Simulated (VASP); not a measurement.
# P (Fm-3m) in VASP: single point with PBE

Aim: the single point of P with PBE.

Program: VASP 6.6.1. These are calculated values, not measurements. Logs are shortened: lines on timing, memory, paths and dates and some standing lists are left out, and cuts for length are marked.

### 1 The cell of the first run

The structure is cubic, space group Fm-3m (No. 225). The conventional cell has a = 3.837 Å, b = 3.837 Å, c = 3.837 Å, α = 90.00°, β = 90.00°, γ = 90.00°. Within 3.6 Å of P (site symmetry m-3m) lie 12 P at 2.71 Å.

### 2 Single point, PBE (volume scaled by 0.975, to set the pressure)

INCAR reads:

```
SYSTEM = P
  PREC = Accurate
  ENCUT = 500
  EDIFF = 1E-6
  ISMEAR = -1
  SIGMA = 0.05
  LREAL = .FALSE.
  LASPH = .TRUE.
  NELM = 120
  ALGO = Normal
  ISIF = 2
  LWAVE = .FALSE.
  LCHARG = .FALSE.
  GGA = PE
  NBANDS = 8
  GGA_COMPAT = .FALSE.
```

KPOINTS reads:

```
regular mesh
0
G
  17 17 17
  0 0 0
```

POSCAR reads:

```
P
1.0
    0.0000000000      1.9184950389      1.9184950389
    1.9184950389      0.0000000000      1.9184950389
    1.9184950389      1.9184950389      0.0000000000
P
1
Direct
    0.0000000000      0.0000000000      0.0000000000
```

Potentials or basis: VASP PAW PBE potentials, release 64 (P).

Started as:

```sh
> cat potpaw_PBE.64/P/POTCAR > POTCAR
> mpirun -np 1 vasp_std > vasp.out
```

OUTCAR:

```text
SYSTEM = P
   PREC = Accurate
   ENCUT = 500
   EDIFF = 1E-6
   ISMEAR = -1
   LREAL = .FALSE.
   LASPH = .TRUE.
   NELM = 120
   ISIF = 2
   GGA = PE

 ion  position               nearest neighbor table
   1  0.000  0.000  0.000-

  LATTYP: Found a face centered cubic cell.
 ALAT       =     3.8369900778

  Lattice vectors:

 A1 = (   0.0000000000,   1.9184950389,   1.9184950389)
 A2 = (   1.9184950389,   0.0000000000,   1.9184950389)
 A3 = (   1.9184950389,   1.9184950389,   0.0000000000)

Analysis of symmetry for initial positions (statically):
=====================================================================
 Subroutine PRICEL returns:
 Original cell was already a primitive cell.

 Routine SETGRP: Setting up the symmetry group for a
 face centered cubic supercell.

 Subroutine GETGRP returns: Found 48 space group operations
 (whereof 48 operations were pure point group operations)
 out of a pool of 48 trial point group operations.

The static configuration has the point symmetry O_h .

Analysis of symmetry for dynamics (positions and initial velocities):
=====================================================================
 Subroutine PRICEL returns:
 Original cell was already a primitive cell.

 Routine SETGRP: Setting up the symmetry group for a
 face centered cubic supercell.

 Subroutine GETGRP returns: Found 48 space group operations
 (whereof 48 operations were pure point group operations)
 out of a pool of 48 trial point group operations.

The dynamic configuration has the point symmetry O_h .

 Subroutine INISYM returns: Found 48 space group operations
 (whereof 48 operations are pure point group operations),
 and found     1 'primitive' translations

----------------------------------------------------------------------------------------

                                     Primitive cell

  volume of cell :      14.1225

  direct lattice vectors                    reciprocal lattice vectors
     0.000000000  1.918495039  1.918495039    -0.260620950  0.260620950  0.260620950
     1.918495039  0.000000000  1.918495039     0.260620950 -0.260620950  0.260620950
     1.918495039  1.918495039  0.000000000     0.260620950  0.260620950 -0.260620950

  length of vectors
     2.713161703  2.713161703  2.713161703     0.451408727  0.451408727  0.451408727

  position of ions in fractional coordinates (direct lattice)
     0.000000000  0.000000000  0.000000000

  ion indices of the primitive-cell ions
   primitive index   ion index
                 1           1

----------------------------------------------------------------------------------------

 KPOINTS: regular mesh

Automatic generation of k-mesh.
 Grid dimensions read from file:
 generate k-points for:   17   17   17

 Generating k-lattice:

  Cartesian coordinates                     Fractional coordinates (reciprocal lattice)
    -0.015330644  0.015330644  0.015330644     0.058823529  0.000000000  0.000000000
     0.015330644 -0.015330644  0.015330644     0.000000000  0.058823529  0.000000000
     0.015330644  0.015330644 -0.015330644     0.000000000  0.000000000  0.058823529

  Length of vectors
     0.026553455  0.026553455  0.026553455

  Shift w.r.t. Gamma in fractional coordinates (k-lattice)
     0.000000000  0.000000000  0.000000000

 Subroutine IBZKPT returns following result:
 ===========================================

 Found    165 irreducible k-points:

 Following reciprocal coordinates:
            Coordinates               Weight
  0.000000  0.000000  0.000000      1.000000
  0.058824  0.000000  0.000000      8.000000
  0.117647  0.000000  0.000000      8.000000
  0.176471  0.000000  0.000000      8.000000
  0.235294  0.000000  0.000000      8.000000
  0.294118  0.000000  0.000000      8.000000
[... 16 lines left out ...]
 -0.176471  0.058824  0.000000     24.000000
 -0.117647  0.058824  0.000000     24.000000
 [... further k-points ...]
   k-points           NKPTS =    165   k-points in BZ     NKDIM =    165   number of bands    NBANDS=      8
   number of dos      NEDOS =    301   number of ions     NIONS =      1
   total plane-waves  NPLWV =   8000
   dimension x,y,z NGX =    20 NGY =   20 NGZ =   20
   dimension x,y,z NGXF=    40 NGYF=   40 NGZF=   40
   ions per type =               1
   NGX,Y,Z   is equivalent  to a cutoff of  12.25, 12.25, 12.25 a.u.
   NGXF,Y,Z  is equivalent  to a cutoff of  24.51, 24.51, 24.51 a.u.
 SYSTEM =  P
   PREC   = accura    normal or accurate (medium, high low for compatibility)
   ISTART =      0    job   : 0-new  1-cont  2-samecut
   ICHARG =      2    charge: 1-file 2-atom 10-const
   ISPIN  =      1    spin polarized calculation?
   LNONCOLLINEAR =      F non collinear calculations
   LSORBIT =      F    spin-orbit coupling
   LASPH  =      T    aspherical Exc in radial PAW
   ENCUT  =  500.0 eV  36.75 Ry    6.06 a.u.   4.95  4.95  4.95*2*pi/ulx,y,z
   NELM   =    120;   NELMIN=  2; NELMDL= -5     # of ELM steps
   EDIFF  = 0.1E-05   stopping-criterion for ELM
   LREAL  =      F    real-space projection
   EDIFFG = 0.1E-04   stopping-criterion for IOM
   NSW    =      0    number of steps for IOM
   IBRION =     -1    ionic relax: 0-MD 1-quasi-New 2-CG
   NFREE  =      0    steps in history (QN), initial steepest desc. (CG)
   ISIF   =      2    stress and relaxation
   ISYM   =      2    0-nonsym 1-usesym 2-fastsym
   POTIM  = 0.5000    time-step for ionic-motion
   TEBEG  =    0.0;   TEEND  =   0.0 temperature during run
   PSTRESS=    0.0 pullay stress
   NELECT =       5.0000    total number of electrons
   NUPDOWN=      -1.0000    fix difference up-down
   EMIN   =  10.00;   EMAX   =-10.00  energy-range for DOS
   EFERMI =   0.00;   METHOD = LEGACY
   ISMEAR =    -1;   SIGMA  =   0.05  broadening in eV -4-tet -1-fermi 0-gaus
   EFERMI_NEDOS =   21; number of points for ismear=-14 and -15
   IALGO  =     38    algorithm
   IMIX   =      4    mixing-type and parameters
     AMIX     =   0.40;   BMIX     =  1.00
     AMIX_MAG =   1.60;   BMIX_MAG =  1.00
  volume/ion in A,a.u.               =      14.12        95.30
  Fermi-wavevector in a.u.,A,eV,Ry     =   1.158139  2.188566 18.249314  1.341287
  Thomas-Fermi vector in A             =   2.294744
   LORBIT       =      0    0 simple, 1 ext, 2 COOP (PROOUT), +10 PAW based schemes
   GGA     = PE    functional components
   LHFCALC =     F    Hartree Fock is set to
   AEXX    =    0.0000 exact exchange contribution
   IVDW    =     0    specifies the selected vdW correction
   LEPSILON=     F    determine dielectric tensor
   LRPA    =     F    only Hartree local field effects (RPA)
 non-spin polarized calculation
  energy-cutoff  :      500.00
  volume of cell :       14.12
 maximum number of plane-waves:       369
   NGX =  9   NGY =  9   NGZ =  9

 number of electron       4.9999999 magnetization

 Free energy of the ion-electron system (eV)
  ---------------------------------------------------
  ext. energy  EPLUGINS =         0.00000000
  ---------------------------------------------------
  free energy    TOTEN  =        -4.51074560 eV

  energy without entropy =       -4.50518768  energy(sigma->0) =       -4.50796664

 E-fermi :  10.2582     XC(G=0): -11.6150

 val. band max:       10.2172320187   @ k =   0.4706   0.4118   0.0000
 cond. band min:      10.2683654036   @ k =  -0.2941   0.1765   0.0000
 fundamental gap:      0.0511333849
 Fermi energy:        10.2582380496

 k-point     1 :       0.0000    0.0000    0.0000
  band No.  band energies     occupation
      1      -6.4360      2.00000
      2      17.2663      0.00000
      3      17.2663      0.00000
      4      17.2663      0.00000
      5      21.7000      0.00000
      6      21.7000      0.00000
      7      21.7000      0.00000
      8      28.0930      0.00000

 k-point     2 :       0.0588    0.0000    0.0000
  band No.  band energies     occupation
      1      -6.3370      2.00000
      2      16.3934      0.00000
      3      17.1068      0.00000
      4      17.1068      0.00000
      5      21.8147      0.00000
      6      21.9620      0.00000
      7      21.9620      0.00000
      8      27.7156      0.00000

 k-point     3 :       0.1176    0.0000    0.0000
  band No.  band energies     occupation
      1      -6.0404      2.00000
      2      14.4610      0.00000
      3      16.7327      0.00000
      4      16.7327      0.00000
      5      21.8457      0.00000
      6      22.5697      0.00000
      7      22.5697      0.00000
      8      26.9571      0.00000

 k-point     4 :       0.1765    0.0000    0.0000
  band No.  band energies     occupation
      1      -5.5478      2.00000
      2      12.1999      0.00000
      3      16.3075      0.00000
      4      16.3075      0.00000
      5      21.7023      0.00000
      6      23.0298      0.00000
      7      23.0298      0.00000
      8      26.5541      0.00000

 k-point     5 :       0.2353    0.0000    0.0000
  band No.  band energies     occupation
      1      -4.8624      2.00000
      2       9.8986      1.99850
      3      15.9249      0.00000
      4      15.9249      0.00000
      5      21.5031      0.00000
      6      22.8034      0.00000
      7      22.8034      0.00000
      8      27.1476      0.00000
[... 177 lines left out ...]
 k-point    22 :      -0.2353    0.0588    0.0000
  band No.  band energies     occupation
      1      -4.5049      2.00000
      2       9.2175      2.00000
      3      14.5183      0.00000
      4      16.3524      0.00000
      5      21.8636      0.00000
      6      22.2808      0.00000
      7      22.8770      0.00000
      8      26.3794      0.00000

 k-point    23 :      -0.1765    0.0588    0.0000
  band No.  band energies     occupation
      1      -5.2531      2.00000
      2      11.4925      0.00000
      3      14.8652      0.00000
      4      16.7586      0.00000
      5      21.9551      0.00000
      6      22.6634      0.00000
      7      23.4794      0.00000
      8      25.4984      0.00000

 k-point    24 :      -0.1176    0.0588    0.0000
  band No.  band energies     occupation
      1      -5.8101      2.00000
      2      13.7609      0.00000
      3      15.3402      0.00000
      4      17.1077      0.00000
      5      21.9426      0.00000
      6      22.3840      0.00000
      7      23.4322      0.00000
      8      25.7720      0.00000

 [... further k-points ...]

------------------------ aborting loop because EDIFF is reached ----------------------------------------

  FORCE on cell =-STRESS in cart. coord.  units (eV):
  Direction    XX          YY          ZZ          XY          YZ          ZX
  --------------------------------------------------------------------------------------
  -------------------------------------------------------------------------------------
  Total        0.1795189      0.1795189      0.1795189     -0.0000000     -0.0000000      0.0000000
  in kB       20.3661380     20.3661380     20.3661380     -0.0000000     -0.0000000      0.0000000
  external PRESSURE =      20.3661380 kB  Pullay stress =       0.0000000 kB

 VOLUME and BASIS-vectors are now :
 -----------------------------------------------------------------------------
  energy-cutoff  :      500.00
  volume of cell :       14.12
      direct lattice vectors                 reciprocal lattice vectors
     0.000000000  1.918495039  1.918495039    -0.260620950  0.260620950  0.260620950
     1.918495039  0.000000000  1.918495039     0.260620950 -0.260620950  0.260620950
     1.918495039  1.918495039  0.000000000     0.260620950  0.260620950 -0.260620950

 POSITION                                       TOTAL-FORCE (eV/Angst)
 -----------------------------------------------------------------------------------
      0.00000      0.00000      0.00000         0.000000      0.000000     -0.000000
 -----------------------------------------------------------------------------------
    total drift:                                0.000000      0.000000     -0.000000

  FREE ENERGIE OF THE ION-ELECTRON SYSTEM (eV)
  ---------------------------------------------------
  free  energy   TOTEN  =        -4.5107455968 eV

  energy  without entropy=       -4.5051876834  energy(sigma->0) =       -4.50796664
```

Run time: 19 s. Hardware: 1 thread of Intel Xeon 8259CL, shared host; peak memory 0.13 GiB.

What came out:

```yaml
Free_energy: -4.5107 eV
Pressure: 2.0 GPa
```

Caveat: the cell differs from its parent crystal (volume scaled by 0.975, to set the pressure).
